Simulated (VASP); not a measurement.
CdTe, 2 atoms in the cell. It takes space group I-4m2 (No. 119, tetragonal). Conventional cell: a = 4.533 Å, b = 4.533 Å, c = 6.218 Å, α = 90.00°, β = 90.00°, γ = 90.00°. Cd (site symmetry -4m2) has 4 Te at 2.75 Å within 3.6 Å. Te (site symmetry -4m2) has 4 Cd at 2.75 Å within 3.6 Å.  This cell differs from its parent crystal: strain -0.0300 x Voigt [0, 0, 1, 0, 0, 0].

| Property | Result |
| --- | --- |
| Program | VASP 6.6.1 |
| Task | single point |
| Functional | PBE |
| Potentials or basis | VASP PAW PBE potentials, release 64 (Cd, Te) |
| Cutoff | 520 eV |
| k mesh | 8 × 8 × 8 |
| Occupations | gaussian, width 0.05 eV |
| Spin | no spin polarisation |
| Dipole correction | no |
| Further INCAR settings | ALGO = Normal; EDIFF = 1e-07; NBANDS = 16 |

Potentials or basis: VASP PAW PBE potentials, release 64 (Cd, Te).

Launch:

```bash
$ cat potpaw_PBE.64/Cd/POTCAR potpaw_PBE.64/Te/POTCAR > POTCAR
$ mpirun -np 1 vasp_std > vasp.out
```

Hardware: 1 thread of Intel(R) Xeon(R) 6975P-C (Granite Rapids) (shared host).

Problem. Estimate the wall time of this run.

Solution. It took 24 s on 1 thread of Intel(R) Xeon(R) 6975P-C (Granite Rapids), with other jobs on the host, peak memory 0.23 GiB. Counts: scf iterations 15, k points 59.
